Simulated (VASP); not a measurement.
# TaSi2 (P6_422) in VASP: further runs

TaSi2 is run at these levels: PBE, r2SCAN; tasks: single point.

Everything below comes from runs of VASP 6.6.1. Logs are shortened: lines on timing, memory, paths and dates and some standing lists are left out, and cuts for length are marked.

### 1 The cell of the first run

Symmetry: P6_422, No. 181, hexagonal system. Conventional cell: a = 4.807 Å, b = 4.807 Å, c = 6.599 Å, α = 90.00°, β = 90.00°, γ = 120.00°. Ta (site symmetry 222) has 10 Si at 2.62 to 2.84 Å and 4 Ta at 3.26 Å within 3.5 Å. Si (site symmetry 2) has 9 Si at 2.57 to 3.34 Å and 5 Ta at 2.62 to 2.84 Å within 3.4 Å.

### 2 Single point, PBE

Input file INCAR:

```
SYSTEM = TaSi2
PREC = Accurate ; ENCUT = 520
EDIFF = 1E-6 ; ISMEAR = -1
SIGMA = 0.1 ; LREAL = .FALSE.
LASPH = .TRUE. ; NELM = 80
ALGO = Normal ; ISIF = 2
LWAVE = .FALSE. ; LCHARG = .FALSE.
GGA = PE ; NBANDS = 38
```

Input file KPOINTS:

```
Automatic mesh
0
G
  8 8 5
  0 0 0
```

Input file POSCAR:

```
TaSi2
1.0
    4.8067235538      0.0000000000      0.0000000000
   -2.4033617769      4.1627447066      0.0000000000
    0.0000000000      0.0000000000      6.5989309224
Ta Si
3 6
Direct
    0.5000000000      0.0000000000      0.0000000000
    0.5000000000      0.5000000000      0.6666666667
    0.0000000000      0.5000000000      0.3333333333
    0.1591326105      0.3182652210      0.0000000000
    0.8408673895      0.1591326105      0.6666666667
    0.6817347790      0.8408673895      0.3333333333
    0.8408673895      0.6817347790      0.0000000000
    0.1591326105      0.8408673895      0.6666666667
    0.3182652210      0.1591326105      0.3333333333
```

Potentials or basis: VASP PAW PBE potentials, release 64 (Ta_pv, Si).

Command:

```bash
$ cat potpaw_PBE.64/Ta_pv/POTCAR potpaw_PBE.64/Si/POTCAR > POTCAR
$ mpirun -np 1 vasp_std > vasp.out
```

OUTCAR:

```text
SYSTEM = TaSi2
   PREC = Accurate
   ENCUT = 520
   EDIFF = 1E-6
   ISMEAR = -1
   LREAL = .FALSE.
   LASPH = .TRUE.
   NELM = 80
   ISIF = 2
   GGA = PE

 ion  position               nearest neighbor table
   1  0.500  0.000  0.000-   5 2.62   8 2.62   6 2.62   9 2.62   4 2.74   7 2.74   4 2.74   7 2.74
                             4 2.84   7 2.84   2 3.26   2 3.26   3 3.26   3 3.26
   2  0.500  0.500  0.667-   4 2.62   7 2.62   6 2.62   9 2.62   8 2.74   5 2.74   8 2.74   5 2.74
                             8 2.84   5 2.84   1 3.26   1 3.26   3 3.26   3 3.26
   3  0.000  0.500  0.333-   4 2.62   7 2.62   5 2.62   8 2.62   6 2.74   9 2.74   9 2.74   6 2.74
                             6 2.84   9 2.84   1 3.26   1 3.26   2 3.26   2 3.26
   4  0.159  0.318  0.000-   9 2.57   5 2.57   2 2.62   3 2.62   7 2.65   1 2.74   1 2.74   1 2.84
                             7 2.84   7 2.84
   5  0.841  0.159  0.667-   4 2.57   6 2.57   1 2.62   3 2.62   8 2.65   2 2.74   2 2.74   2 2.84
                             8 2.84   8 2.84
   6  0.682  0.841  0.333-   7 2.57   5 2.57   1 2.62   2 2.62   9 2.65   3 2.74   3 2.74   3 2.84
                             9 2.84   9 2.84
   7  0.841  0.682  0.000-   6 2.57   8 2.57   2 2.62   3 2.62   4 2.65   1 2.74   1 2.74   1 2.84
                             4 2.84   4 2.84
   8  0.159  0.841  0.667-   7 2.57   9 2.57   1 2.62   3 2.62   5 2.65   2 2.74   2 2.74   2 2.84
                             5 2.84   5 2.84
   9  0.318  0.159  0.333-   4 2.57   8 2.57   1 2.62   2 2.62   6 2.65   3 2.74   3 2.74   3 2.84
                             6 2.84   6 2.84

  LATTYP: Found a hexagonal cell.
 ALAT       =     4.8067235538
 C/A-ratio  =     1.3728542631

  Lattice vectors:

 A1 = (   4.8067235538,   0.0000000000,   0.0000000000)
 A2 = (  -2.4033617769,   4.1627447066,   0.0000000000)
 A3 = (   0.0000000000,   0.0000000000,   6.5989309224)

Analysis of symmetry for initial positions (statically):
=====================================================================
 Subroutine PRICEL returns:
 Original cell was already a primitive cell.

 Routine SETGRP: Setting up the symmetry group for a
 hexagonal supercell.

 Subroutine GETGRP returns: Found 12 space group operations
 (whereof  4 operations were pure point group operations)
 out of a pool of 24 trial point group operations.

The static configuration has the point symmetry D_2 .
 The point group associated with its full space group is D_6 .

Analysis of symmetry for dynamics (positions and initial velocities):
=====================================================================
 Subroutine PRICEL returns:
 Original cell was already a primitive cell.

 Routine SETGRP: Setting up the symmetry group for a
 hexagonal supercell.

 Subroutine GETGRP returns: Found 12 space group operations
 (whereof  4 operations were pure point group operations)
 out of a pool of 24 trial point group operations.

The dynamic configuration has the point symmetry D_2 .
 The point group associated with its full space group is D_6 .

 Subroutine INISYM returns: Found 12 space group operations
 (whereof  4 operations are pure point group operations),
 and found     1 'primitive' translations

----------------------------------------------------------------------------------------

                                     Primitive cell

  volume of cell :     132.0391

  direct lattice vectors                    reciprocal lattice vectors
     4.806723554  0.000000000  0.000000000     0.208041921  0.120113059  0.000000000
    -2.403361777  4.162744707  0.000000000     0.000000000  0.240226118  0.000000000
     0.000000000  0.000000000  6.598930922     0.000000000  0.000000000  0.151539698

  length of vectors
     4.806723554  4.806723554  6.598930922     0.240226118  0.240226118  0.151539698

  position of ions in fractional coordinates (direct lattice)
     0.500000000  0.000000000  0.000000000
     0.500000000  0.500000000  0.666666667
     1.000000000  0.500000000  0.333333333
     0.159132611  0.318265221  0.000000000
     0.840867389  0.159132611  0.666666667
     0.681734779  0.840867389  0.333333333
     0.840867389  0.681734779  0.000000000
     0.159132611  0.840867389  0.666666667
     0.318265221  0.159132611  0.333333333

  ion indices of the primitive-cell ions
   primitive index   ion index
                 1           1
                 2           2
                 3           3
                 4           4
                 5           5
                 6           6
                 7           7
                 8           8
                 9           9

----------------------------------------------------------------------------------------

 KPOINTS: Automatic mesh

Automatic generation of k-mesh.
 Grid dimensions read from file:
 generate k-points for:    8    8    5

 Generating k-lattice:

  Cartesian coordinates                     Fractional coordinates (reciprocal lattice)
     0.026005240  0.015014132  0.000000000     0.125000000 -0.000000000  0.000000000
     0.000000000  0.030028265  0.000000000     0.000000000  0.125000000  0.000000000
     0.000000000  0.000000000  0.030307940     0.000000000  0.000000000  0.200000000

  Length of vectors
     0.030028265  0.030028265  0.030307940

  Shift w.r.t. Gamma in fractional coordinates (k-lattice)
     0.000000000  0.000000000  0.000000000

 Subroutine IBZKPT returns following result:
 ===========================================

 Found     30 irreducible k-points:

 Following reciprocal coordinates:
            Coordinates               Weight
  0.000000  0.000000  0.000000      1.000000
  0.125000 -0.000000  0.000000      6.000000
  0.250000 -0.000000  0.000000      6.000000
  0.375000 -0.000000  0.000000      6.000000
  0.500000 -0.000000  0.000000      3.000000
  0.125000  0.125000  0.000000      6.000000
[... 16 lines left out ...]
  0.250000 -0.000000  0.400000     12.000000
  0.375000 -0.000000  0.400000     12.000000
 [... further k-points ...]
   k-points           NKPTS =     30   k-points in BZ     NKDIM =     30   number of bands    NBANDS=     38
   number of dos      NEDOS =    301   number of ions     NIONS =      9
   total plane-waves  NPLWV =  64800
   dimension x,y,z NGX =    36 NGY =   36 NGZ =   50
   dimension x,y,z NGXF=    72 NGYF=   72 NGZF=  100
   ions per type =               3   6
   NGX,Y,Z   is equivalent  to a cutoff of  12.45, 12.45, 12.60 a.u.
   NGXF,Y,Z  is equivalent  to a cutoff of  24.90, 24.90, 25.19 a.u.
 SYSTEM =  TaSi2
   PREC   = accura    normal or accurate (medium, high low for compatibility)
   ISTART =      0    job   : 0-new  1-cont  2-samecut
   ICHARG =      2    charge: 1-file 2-atom 10-const
   ISPIN  =      1    spin polarized calculation?
   LNONCOLLINEAR =      F non collinear calculations
   LSORBIT =      F    spin-orbit coupling
   LASPH  =      T    aspherical Exc in radial PAW
   ENCUT  =  520.0 eV  38.22 Ry    6.18 a.u.   8.94  8.94 12.27*2*pi/ulx,y,z
   NELM   =     80;   NELMIN=  2; NELMDL= -5     # of ELM steps
   EDIFF  = 0.1E-05   stopping-criterion for ELM
   LREAL  =      F    real-space projection
   EDIFFG = 0.1E-04   stopping-criterion for IOM
   NSW    =      0    number of steps for IOM
   IBRION =     -1    ionic relax: 0-MD 1-quasi-New 2-CG
   NFREE  =      0    steps in history (QN), initial steepest desc. (CG)
   ISIF   =      2    stress and relaxation
   ISYM   =      2    0-nonsym 1-usesym 2-fastsym
   POTIM  = 0.5000    time-step for ionic-motion
   TEBEG  =    0.0;   TEEND  =   0.0 temperature during run
   PSTRESS=    0.0 pullay stress
   NELECT =      57.0000    total number of electrons
   NUPDOWN=      -1.0000    fix difference up-down
   EMIN   =  10.00;   EMAX   =-10.00  energy-range for DOS
   EFERMI =   0.00;   METHOD = LEGACY
   ISMEAR =    -1;   SIGMA  =   0.10  broadening in eV -4-tet -1-fermi 0-gaus
   EFERMI_NEDOS =   21; number of points for ismear=-14 and -15
   IALGO  =     38    algorithm
   IMIX   =      4    mixing-type and parameters
     AMIX     =   0.40;   BMIX     =  1.00
     AMIX_MAG =   1.60;   BMIX_MAG =  1.00
  volume/ion in A,a.u.               =      14.67        99.00
  Fermi-wavevector in a.u.,A,eV,Ry     =   1.237273  2.338107 20.828411  1.530845
  Thomas-Fermi vector in A             =   2.371847
   LORBIT       =      0    0 simple, 1 ext, 2 COOP (PROOUT), +10 PAW based schemes
   GGA     = PE    functional components
   LHFCALC =     F    Hartree Fock is set to
   AEXX    =    0.0000 exact exchange contribution
   IVDW    =     0    specifies the selected vdW correction
   LEPSILON=     F    determine dielectric tensor
   LRPA    =     F    only Hartree local field effects (RPA)
 non-spin polarized calculation
  energy-cutoff  :      520.00
  volume of cell :      132.04
 maximum number of plane-waves:      3573
 NGX is ok and might be reduce to    36
   NGX = 17   NGY = 17   NGZ = 25

 number of electron      57.0000007 magnetization

 Free energy of the ion-electron system (eV)
  ---------------------------------------------------
  ext. energy  EPLUGINS =         0.00000000
  ---------------------------------------------------
  free energy    TOTEN  =       -72.32136402 eV

  energy without entropy =      -72.22829832  energy(sigma->0) =      -72.27483117

 E-fermi :   9.2036     XC(G=0): -12.0121

 val. band max:        9.1936025594   @ k =   0.3750   0.1250   0.2000
 cond. band min:       9.2834318455   @ k =   0.3750  -0.0000   0.0000
 fundamental gap:      0.0898292862
 Fermi energy:         9.2036441221

 k-point     1 :       0.0000    0.0000    0.0000
  band No.  band energies     occupation
      1     -25.1949      2.00000
      2     -25.1949      2.00000
      3     -25.1940      2.00000
      4     -25.1272      2.00000
      5     -25.1272      2.00000
      6     -25.0416      2.00000
[... 30 lines left out ...]
     37      13.0720      0.00000
     38      13.1586      0.00000

 k-point     2 :       0.1250   -0.0000    0.0000
  band No.  band energies     occupation
      1     -25.2143      2.00000
      2     -25.1979      2.00000
      3     -25.1761      2.00000
      4     -25.1288      2.00000
      5     -25.1253      2.00000
      6     -25.0445      2.00000
[... 894 lines left out ...]
 k-point    24 :       0.3750   -0.0000    0.4000
  band No.  band energies     occupation
      1     -25.2363      2.00000
      2     -25.2114      2.00000
      3     -25.1756      2.00000
      4     -25.1432      2.00000
      5     -25.0850      2.00000
      6     -25.0664      2.00000
[... 30 lines left out ...]
     37      12.7614      0.00000
     38      12.8172      0.00000

 [... further k-points ...]
[... 5 lines left out ...]
  --------------------------------------------------------------------------------------
  -------------------------------------------------------------------------------------
  Total       -0.0070565     -0.0070565      0.0014488      0.0000000      0.0000000      0.0000000
  in kB       -0.0856245     -0.0856245      0.0175795      0.0000000      0.0000000      0.0000000
  external PRESSURE =      -0.0512232 kB  Pullay stress =       0.0000000 kB

 VOLUME and BASIS-vectors are now :
 -----------------------------------------------------------------------------
  energy-cutoff  :      520.00
  volume of cell :      132.04
      direct lattice vectors                 reciprocal lattice vectors
     4.806723554  0.000000000  0.000000000     0.208041921  0.120113059  0.000000000
    -2.403361777  4.162744707  0.000000000     0.000000000  0.240226118  0.000000000
     0.000000000  0.000000000  6.598930922     0.000000000  0.000000000  0.151539698

 POSITION                                       TOTAL-FORCE (eV/Angst)
 -----------------------------------------------------------------------------------
      2.40336      0.00000      0.00000        -0.000000      0.000000      0.000000
      1.20168      2.08137      4.39929        -0.000000      0.000000     -0.000000
     -1.20168      2.08137      2.19964        -0.000000     -0.000000      0.000000
      0.00000      1.32486      0.00000        -0.000000     -0.003224      0.000000
      3.65936      0.66243      4.39929         0.002792     -0.001612      0.000000
      1.25600      3.50032      2.19964         0.002792      0.001612      0.000000
      2.40336      2.83789      0.00000         0.000000      0.003224      0.000000
     -1.25600      3.50032      4.39929        -0.002792      0.001612      0.000000
      1.14736      0.66243      2.19964        -0.002792     -0.001612     -0.000000
 -----------------------------------------------------------------------------------
    total drift:                               -0.000000      0.000000      0.000000

  FREE ENERGIE OF THE ION-ELECTRON SYSTEM (eV)
  ---------------------------------------------------
  free  energy   TOTEN  =       -72.3213640204 eV

  energy  without entropy=      -72.2282983218  energy(sigma->0) =      -72.27483117
```

Run time: 3.6 min. Hardware: 1 thread of Intel Xeon 8259CL, shared host; peak memory 0.31 GiB.

Results:

```
Free energy            : -72.3214 eV
Pressure               : 0.0 GPa
Largest force          : 0.003 eV/Å
Band gap on the k mesh : zero (an odd number of electrons rules out a gap without spin polarisation)
```

Forces in eV/Å, atoms in the order of the input:
```
Ta   0.000  0.000  0.000
Ta   0.000  0.000  0.000
Ta   0.000  0.000  0.000
Si   0.000 -0.003  0.000
Si   0.003 -0.002  0.000
Si   0.003  0.002  0.000
Si   0.000  0.003  0.000
Si  -0.003  0.002  0.000
Si  -0.003 -0.002  0.000
```

Caveat: spin-orbit coupling is left out, which moves the levels of the heavy elements.

(Continued in part 2 of 2.)

The gap in the log of VASP goes by the Fermi energy; the results here count the filled bands.